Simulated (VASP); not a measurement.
# CaSi3N2 (P-4m2) in VASP: notebook, part 2 of 2

VASP 6.6.1.

## 4. Relaxation of cell and atoms, PBE

This run uses another cell than the first one, of 17.12 Å³/atom.

Contents of INCAR:

```
SYSTEM = CaSi3N2
ALGO     = Normal         ! electronic algorithm
EDIFF    = 1E-7           ! SCF threshold, eV
EDIFFG   = -0.04          ! ionic threshold
ENCUT    = 600            ! plane-wave cutoff, eV
GGA      = PE             ! functional
GGA_COMPAT= .FALSE.      
IBRION   = 2              ! ionic algorithm
ISIF     = 3              ! what is computed and relaxed
ISMEAR   = 0              ! smearing method
LASPH    = .TRUE.         ! aspherical terms in the spheres
LCHARG   = .FALSE.        ! write CHGCAR
LREAL    = .FALSE.        ! projectors in reciprocal space
LWAVE    = .FALSE.        ! write WAVECAR
NELM     = 120            ! most SCF steps
NELMIN   = 4            
NSW      = 90             ! ionic steps
PREC     = Accurate       ! precision mode
SIGMA    = 0.1            ! smearing width, eV
```

Contents of KPOINTS:

```
k-points
0
G
  4 4 4
  0 0 0
```

Contents of POSCAR:

```
CaSi3N2
1.0
    4.1629133400      0.0000000000      0.0000000000
    0.0000000000      4.1629133400      0.0000000000
    0.0000000000      0.0000000000      5.9282984600
Ca Si N
1 3 2
Direct
    0.0000000000      0.0000000000      0.5000000000
    0.5000000000      0.5000000000      0.0000000000
    0.0000000000      0.0000000000      0.0000000000
    0.5000000000      0.5000000000      0.5000000000
    0.0000000000      0.5000000000      0.2679100000
    0.5000000000      0.0000000000      0.7320900000
```

Potentials or basis: VASP PAW PBE potentials, release 64 (Ca_sv, Si, N).

Started as:

```console
cat potpaw_PBE.64/Ca_sv/POTCAR potpaw_PBE.64/Si/POTCAR potpaw_PBE.64/N/POTCAR > POTCAR
mpirun -np 1 vasp_std > vasp.out
```

OUTCAR:

```text
SYSTEM = CaSi3N2
   EDIFF = 1E-7
   EDIFFG = -0.04
   ENCUT = 600
   GGA = PE
   IBRION = 2
   ISIF = 3
   ISMEAR = 0
   LASPH = .TRUE.
   LREAL = .FALSE.
   NELM = 120
   NELMIN = 4
   NSW = 90
   PREC = Accurate

 ion  position               nearest neighbor table
   1  0.000  0.000  0.500-   4 2.94   4 2.94   4 2.94   4 2.94   3 2.96   3 2.96
   2  0.500  0.500  0.000-   3 2.94   3 2.94   3 2.94   3 2.94   4 2.96   4 2.96
   3  0.000  0.000  0.000-   2 2.94   2 2.94   2 2.94   2 2.94   1 2.96   1 2.96
   4  0.500  0.500  0.500-   1 2.94   1 2.94   1 2.94   1 2.94   2 2.96   2 2.96
   5  0.000  0.500  0.268-
   6  0.500  0.000  0.732-

  LATTYP: Found a simple tetragonal cell.
 ALAT       =     4.1629133400
 C/A-ratio  =     1.4240744344

  Lattice vectors:

 A1 = (   4.1629133400,   0.0000000000,   0.0000000000)
 A2 = (   0.0000000000,   4.1629133400,   0.0000000000)
[... 715 lines left out ...]

  energy  without entropy=      -29.3446474976  energy(sigma->0) =      -29.35071713

[... ionic steps 4 to 12 ...]

--------------------------------------- Ionic step       13  -------------------------------------------

 number of electron      31.9999999 magnetization

------------------------ aborting loop because EDIFF is reached ----------------------------------------
[... 75 lines left out ...]
--------------------------------------- Ionic step       15  -------------------------------------------

 number of electron      31.9999999 magnetization

 Free energy of the ion-electron system (eV)
  ---------------------------------------------------
  ext. energy  EPLUGINS =         0.00000000
  ---------------------------------------------------
  free energy    TOTEN  =       -30.69775050 eV

  energy without entropy =      -30.68947050  energy(sigma->0) =      -30.69361050

 E-fermi :   5.5434     XC(G=0): -10.0978

 val. band max:        5.3702847192   @ k =   0.5000   0.2500   0.0000
 cond. band min:       5.5519863656   @ k =   0.5000   0.2500   0.2500
 fundamental gap:      0.1817016465
 Fermi energy:         5.5433572611

 k-point     1 :       0.0000    0.0000    0.0000
  band No.  band energies     occupation
      1     -32.9073      2.00000
      2     -14.2907      2.00000
      3     -14.2907      2.00000
      4     -14.2807      2.00000
      5      -9.4023      2.00000
      6      -7.8242      2.00000
[... 436 lines left out ...]
  FREE ENERGIE OF THE ION-ELECTRON SYSTEM (eV)
  ---------------------------------------------------
  free  energy   TOTEN  =       -30.6977505006 eV

  energy  without entropy=      -30.6894704988  energy(sigma->0) =      -30.69361050

 reached required accuracy - stopping structural energy minimisation
```

OSZICAR:

```text
N       E                     dE             d eps       ncg     rms          rms(c)
DAV:   1     0.208846431634E+03    0.20885E+03   -0.15819E+04   720   0.159E+03
DAV:   2    -0.102970479717E+02   -0.21914E+03   -0.21245E+03   868   0.347E+02
DAV:   3    -0.318454794931E+02   -0.21548E+02   -0.20758E+02  1288   0.886E+01
DAV:   4    -0.327330232422E+02   -0.88754E+00   -0.85672E+00   996   0.162E+01
[... 190 lines left out ...]
DAV:   5    -0.306977490688E+02   -0.41319E-06   -0.12097E-04   996   0.914E-02    0.269E-02
DAV:   6    -0.306977508081E+02   -0.17393E-05   -0.22824E-05   880   0.448E-02    0.514E-03
DAV:   7    -0.306977506045E+02    0.20366E-06   -0.18783E-06   860   0.130E-02    0.198E-03
DAV:   8    -0.306977504624E+02    0.14206E-06   -0.16445E-07   496   0.345E-03    0.548E-04
DAV:   9    -0.306977505006E+02   -0.38179E-07   -0.34000E-08   440   0.159E-03
  15 F= -.30697751E+02 E0= -.30693610E+02  d E =-.630951E-01
```

CONTCAR:

```text
CaSi3N2
   1.00000000000000
     3.9115530140923518    0.0000000000000000    0.0000000000000000
     0.0000000000000000    3.9115530140923518    0.0000000000000000
     0.0000000000000000    0.0000000000000000    6.2923471231075494
  Ca              Si              N
     1     3     2
Direct
     0.0000000000000000    0.0000000000000000    0.5000000000000000
     0.5000000000000000    0.5000000000000000    0.0000000000000000
     0.0000000000000000    0.0000000000000000    0.0000000000000000
     0.5000000000000000    0.5000000000000000    0.5000000000000000
     0.0000000000000000    0.5000000000000000    0.3558794585809431
     0.5000000000000000    0.0000000000000000    0.6441205414190568

  0.00000000E+00  0.00000000E+00  0.00000000E+00
  0.00000000E+00  0.00000000E+00  0.00000000E+00
  0.00000000E+00  0.00000000E+00  0.00000000E+00
  0.00000000E+00  0.00000000E+00  0.00000000E+00
  0.00000000E+00  0.00000000E+00  0.00000000E+00
  0.00000000E+00  0.00000000E+00  0.00000000E+00
```

Wall time 16 min (1 thread of Oxide Virtual Turin-like, shared host); peak memory 0.24 GiB.

What came out:

| Property | Result |
| --- | --- |
| Free energy | -30.6978 eV |
| Relaxed volume | 16.05 Å³/atom |
| Relaxed cell | a = 3.912 Å, b = 3.912 Å, c = 6.292 Å, α = 90.00°, β = 90.00°, γ = 90.00° |
| Space group after relaxing (to 0.1 Å) | P-4m2 (No. 115) |
| Energy gained by relaxing | 290.6 meV/atom |
| Ionic steps | 15 |
| Pressure after relaxing | -0.3 GPa |
| Largest force after relaxing | 0.039 eV/Å |
| Band gap on the k mesh | zero (bands 16 and 17 overlap by 1.48 eV) |

Forces in eV/Å, atoms in the order of the input:
```
Ca   0.000  0.000  0.000
Si   0.000  0.000  0.000
Si   0.000  0.000  0.000
Si   0.000  0.000  0.000
N    0.000  0.000  0.039
N    0.000  0.000 -0.039
```

The path:
```
step  energy change (eV)  largest force (eV/Å)  pressure (GPa)  volume (Å³)
   1              0.0000                0.9872           -6.77       102.74
   2             -0.3747                1.4334           -0.57        92.35
   3             -0.4024                1.4927            2.52        88.96
   4             -0.7045                1.6292            4.24        87.22
   5             -1.2089                1.0889            8.36        83.94
   6              0.3926                2.9017           31.01        77.57
   7             -1.2572                0.5274           10.41        83.01
   8             -1.4397                0.0029            8.37        85.29
   9             -1.5522                0.8892            5.42        90.20
  10             -1.5556                0.7862            5.74        89.58
  11             -1.6460                0.4605            2.70        91.98
  12             -1.6803                0.1046           -0.41        94.89
  13             -1.7011                0.0826           -0.41        95.16
  14             -1.7387                0.0038           -0.33        95.92
  15             -1.7433                0.0392           -0.26        96.27
```

Final structure:
```
Ca Si N
1.0
     3.91155    0.00000    0.00000
     0.00000    3.91155    0.00000
     0.00000    0.00000    6.29235
Ca Si N
1 3 2
Direct
  0.00000 0.00000 0.50000
  0.50000 0.50000 0.00000
  0.00000 0.00000 0.00000
  0.50000 0.50000 0.50000
  0.00000 0.50000 0.35588
  0.50000 0.00000 0.64412
```

Caveat: the k points lie up to 0.40 Å⁻¹ apart in the final cell, too coarse for converged energies and pressures of a metal.

## 5. Single point, PBE

This run uses another cell than the first one, of 15.89 Å³/atom.

Contents of INCAR:

```
  ALGO = Normal
  EDIFF = 1E-6
  ENCUT = 600
  GGA = PE
  GGA_COMPAT = F
  ISIF = 2
  ISMEAR = 0
  LASPH = T
  LCHARG = T
  LELF = T
  LREAL = F
  LVHAR = T
  LWAVE = F
  NBANDS = 25
  NELM = 120
  PREC = Accurate
  SIGMA = 0.1
```

Contents of KPOINTS:

```
k-points
0
Gamma
  10 10 6
```

Contents of POSCAR:

```
CaSi3N2
1.0
    3.9124381717      0.0000000000      0.0000000000
    0.0000000000      3.9124381717      0.0000000000
    0.0000000000      0.0000000000      6.2294655393
Ca Si N
1 3 2
Direct
    0.0000000000      0.0000000000      0.5000000000
    0.5000000000      0.5000000000      0.0000000000
    0.0000000000      0.0000000000      0.0000000000
    0.5000000000      0.5000000000      0.5000000000
    0.0000000000      0.5000000000      0.3550662019
    0.5000000000      0.0000000000      0.6449337981
```

Started as:

```console
cat potpaw_PBE.64/Ca_sv/POTCAR potpaw_PBE.64/Si/POTCAR potpaw_PBE.64/N/POTCAR > POTCAR
mpirun -np 1 vasp_std > vasp.out
```

Run time: 6.3 min. Hardware: 1 thread of Oxide Virtual Turin-like, shared host; peak memory 0.34 GiB.

The run converged. Its results:

| Quantity | Value |
| --- | --- |
| Free energy | -30.8040 eV |
| Pressure | 0.3 GPa |
| Largest force | 0.055 eV/Å |
| Band gap on the k mesh | zero (bands 16 and 17 overlap by 1.57 eV) |

Forces in eV/Å, atoms in the order of the input:
```
Ca   0.000  0.000  0.000
Si   0.000  0.000  0.000
Si   0.000  0.000  0.000
Si   0.000  0.000  0.000
N    0.000  0.000 -0.055
N    0.000  0.000  0.055
```

Stress tensor (GPa, compression positive):
```
0.38 0.00 0.00
0.00 0.38 0.00
0.00 0.00 0.07
```

Levels at points of the mesh, in eV from the Fermi level:
```tsv
k point	band 14	band 15	band 16	band 17	band 18	band 19
(0.00, 0.00, 0.00)	-2.18	-0.77	-0.77	-0.26	0.12	1.36
(0.50, 0.00, 0.00)	-1.65	-1.27	0.89	1.10	1.12	2.10
(0.50, 0.50, 0.00)	-2.43	-2.29	-2.18	1.29	1.55	3.21
(0.00, 0.00, 0.50)	-2.48	-2.16	-0.44	-0.44	1.00	1.58
(0.50, 0.00, 0.50)	-1.90	-0.50	0.60	0.75	1.22	1.26
(0.50, 0.50, 0.50)	-1.49	-1.43	-1.43	0.90	0.96	1.73
```

## 6. Relaxation of cell and atoms, PBE

Contents of INCAR:

```
SYSTEM = CaSi3N2
PREC = Accurate
ENCUT = 600
EDIFF = 1E-7
ISMEAR = 0
SIGMA = 0.1
LREAL = .False.
LASPH = .True.
NELM = 120
ALGO = Normal
ISIF = 3
LWAVE = .False.
LCHARG = .False.
GGA = PE
IBRION = 2
NSW = 100
EDIFFG = -0.01
GGA_COMPAT = .False.
NELMIN = 4
```

Contents of KPOINTS:

```
Automatic mesh
0
Gamma
  10 10 6
  0 0 0
```

Contents of POSCAR:

```
CaSi3N2
1.0
    3.9054492873      0.0000000000      0.0000000000
    0.0000000000      3.9054492873      0.0000000000
    0.0000000000      0.0000000000      6.2767953538
Ca Si N
1 3 2
Direct
    0.0000000000      0.0000000000      0.5000000000
    0.5000000000      0.5000000000      0.0000000000
    0.0000000000      0.0000000000      0.0000000000
    0.5000000000      0.5000000000      0.5000000000
    0.0000000000      0.5000000000      0.3575361639
    0.5000000000      0.0000000000      0.6424638361
```

Potentials or basis: VASP PAW PBE potentials, release 64 (Ca_sv, Si, N).

Started as:

```console
cat potpaw_PBE.64/Ca_sv/POTCAR potpaw_PBE.64/Si/POTCAR potpaw_PBE.64/N/POTCAR > POTCAR
mpirun -np 1 vasp_std > vasp.out
```

Wall time 17 min (1 thread of Oxide Virtual Turin-like, shared host); peak memory 0.34 GiB.

Results (log left out):

- Free energy: -30.8048 eV
- Relaxed volume: 15.92 Å³/atom
- Relaxed cell: a = 3.917 Å, b = 3.917 Å, c = 6.226 Å, α = 90.00°, β = 90.00°, γ = 90.00°
- Space group after relaxing (to 0.1 Å): P-4m2 (No. 115)
- Energy gained by relaxing: 1.0 meV/atom
- Ionic steps: 5
- Pressure after relaxing: 0.0 GPa
- Band gap on the k mesh: zero (bands 16 and 17 overlap by 1.56 eV)

The path:
```csv
step,energy change (eV),largest force (eV/Å),pressure (GPa),volume (Å³)
1,0.0000,0.1869,0.53,95.74
2,-0.0040,0.0609,-0.43,96.46
3,-0.0040,0.0678,-0.38,96.42
4,-0.0054,0.0398,-0.22,96.05
5,-0.0061,0.0012,0.01,95.51
```

Final structure:
```
Ca Si N
1.0
     3.91668    0.00000    0.00000
     0.00000    3.91668    0.00000
     0.00000    0.00000    6.22637
Ca Si N
1 3 2
Cartesian
  0.0000 0.0000 3.1132
  1.9583 1.9583 0.0000
  0.0000 0.0000 0.0000
  1.9583 1.9583 3.1132
  0.0000 1.9583 2.2053
  1.9583 0.0000 4.0210
```

Levels at points of the mesh, in eV from the Fermi level:
```
           k point  band 13  band 14  band 15  band 16  band 17  band 18  band 19  band 20
(0.00, 0.00, 0.00)    -2.19    -2.19    -0.76    -0.76    -0.25     0.10     1.37     3.87
(0.50, 0.00, 0.00)    -1.86    -1.63    -1.28     0.89     1.10     1.13     2.09     2.40
(0.50, 0.50, 0.00)    -2.42    -2.42    -2.29    -2.17     1.30     1.56     3.20     3.20
(0.00, 0.00, 0.50)    -2.49    -2.49    -2.15    -0.43    -0.43     1.00     1.56     3.30
(0.50, 0.00, 0.50)    -2.37    -1.90    -0.51     0.61     0.74     1.22     1.28     2.72
(0.50, 0.50, 0.50)    -3.10    -1.48    -1.41    -1.41     0.91     0.98     1.72     1.72
```

## 7. The runs side by side

```tsv
task	cell	k mesh	gap on the mesh (eV)	pressure (GPa)	relaxed volume (Å³/atom)	largest force (eV/Å)
single point	a = 3.905, b = 3.905, c = 6.277 Å, 6 atoms, atomic positions A	4 × 4 × 4	none	0.3	-	0.06
single point	a = 4.163, b = 4.163, c = 5.928 Å, 6 atoms, atomic positions B	4 × 4 × 4	none	-6.8	-	0.99
relaxation of cell and atoms	relaxed from a = 4.163, b = 4.163, c = 5.928 Å, 6 atoms, atomic positions B	4 × 4 × 4	none	-0.3	16.05	0.04
single point	a = 3.912, b = 3.912, c = 6.229 Å, 6 atoms, atomic positions C	10 × 10 × 6	none	0.3	-	0.06
relaxation of cell and atoms	relaxed from a = 3.905, b = 3.905, c = 6.277 Å, 6 atoms, atomic positions A	10 × 10 × 6	none	0.0	15.92	-
```

Alike in all rows: level PBE; potentials or basis VASP PAW PBE potentials, release 64 (Ca_sv, Si, N); no spin polarisation; cutoff (eV) 600; smearing gaussian 0.1 eV.

Caveats: some runs use coarse meshes.

Absolute energies hang on the potentials; compare differences alone.

The gap in the log of VASP goes by the Fermi energy; the results here count the filled bands.